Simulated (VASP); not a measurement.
Write the native input for VASP 6.6.1 that does the following.

```yaml
Task: single point
Functional: PBE
Potentials_or_basis: VASP PAW PBE potentials, release 64 (Mg, Ge_d, N)
Cutoff: 520 eV
k_mesh: 12 × 12 × 4
Occupations: gaussian, width 0.1 eV
Spin: no spin polarisation
Dipole_correction: no
Further_INCAR_settings: ALGO = Normal; EDIFF = 1e-07; NBANDS = 32
```

The structure of MgGe3N lies in POSCAR:

```
MgGe3N
1.0
    3.5779160007      0.0000000000      0.0000000000
   -1.7889580004      3.0985661492      0.0000000000
    0.0000000000      0.0000000000      8.4291371705
Mg Ge N
1 3 1
Direct
    0.0000000000      0.0000000000      0.0266377619
    0.3333333333      0.6666666667      0.3084595680
    0.6666666667      0.3333333333      0.5102681955
    0.0000000000      0.0000000000      0.6927284646
    0.3333333333      0.6666666667      0.0929060101
```

These files were run (other wordings do the same):

INCAR

```
SYSTEM = MgGe3N
PREC = Accurate ; ENCUT = 520
EDIFF = 1E-7 ; ISMEAR = 0
SIGMA = 0.1 ; LREAL = .False.
LASPH = .True. ; NELM = 100
ALGO = Normal ; ISIF = 2
LWAVE = .False. ; LCHARG = .False.
GGA = PE ; NBANDS = 32
```

KPOINTS

```
regular mesh
0
Gamma
  12 12 4
  0 0 0
```

Potentials or basis: VASP PAW PBE potentials, release 64 (Mg, Ge_d, N).

Run with:

```console
$ cat potpaw_PBE.64/Mg/POTCAR potpaw_PBE.64/Ge_d/POTCAR potpaw_PBE.64/N/POTCAR > POTCAR
$ mpirun -np 1 vasp_std > vasp.out
```

It gave:

The pressure is -0.1 GPa, the largest force is 0.054 eV/Å and the band gap on the k mesh is zero (an odd number of electrons rules out a gap without spin polarisation).

Caveat: an odd number of electrons without spin polarisation forces a metal; a magnetic or distorted state may lie lower.

Run time: 2.4 min on 1 thread of AMD EPYC 9R14 (Zen 4), on a shared host, peak memory 0.3 GiB.
